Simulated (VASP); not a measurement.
# KI: single point with PBE

KI:

```
CELL_PARAMETERS angstrom
0.00000 3.52455 3.70078
3.52455 0.00000 3.70078
3.52455 3.52455 0.00000
ATOMIC_POSITIONS crystal
K 0.00000 0.00000 0.00000
I 0.50000 0.50000 0.50000
```

This cell differs from its parent crystal: strain +0.000 along x and y, +0.050 along z.

- Program: VASP 6.6.1
- Task: single point
- Functional: PBE
- Potentials or basis: VASP PAW PBE potentials, release 64 (K_sv, I)
- Cutoff: 520 eV
- k mesh: 6 × 6 × 6
- Occupations: gaussian, width 0.05 eV
- Spin: no spin polarisation

* Pressure: 0.2 GPa
* Band gap on the k mesh: 3.86 eV, direct

Stress tensor (GPa, compression positive):
```
 0.49  0.00  0.00
 0.00  0.49  0.00
 0.00  0.00 -0.46
```

Levels at points of the mesh, in eV from the valence-band top:
| k point | band 4 | band 5 | band 6 | band 7 | band 8 | band 9 | band 10 | band 11 | band 12 | band 13 |
| --- | --- | --- | --- | --- | --- | --- | --- | --- | --- | --- |
| (0.00, 0.00, 0.00) | -12.06 | -10.45 | -0.01 | 0.00 | 0.00 | 3.86 | 6.33 | 6.61 | 6.61 | 7.12 |
| (0.50, 0.00, 0.00) | -12.06 | -10.21 | -1.23 | -0.32 | -0.30 | 5.47 | 7.57 | 7.90 | 8.24 | 8.63 |
| (0.50, 0.50, 0.00) | -12.07 | -10.33 | -0.96 | -0.30 | -0.30 | 5.02 | 5.67 | 7.98 | 8.45 | 8.58 |
| (0.50, 0.00, 0.50) | -12.07 | -10.31 | -0.92 | -0.40 | -0.33 | 4.99 | 5.68 | 8.08 | 8.60 | 8.66 |

Run time: 39 s on 1 thread of Intel(R) Xeon(R) Platinum 8488C (Sapphire Rapids), on a shared host, peak memory 0.25 GiB.

Caveat: the cell differs from its parent crystal (strain +0.000 along x and y, +0.050 along z); spin-orbit coupling is left out, which moves the levels of the heavy elements.
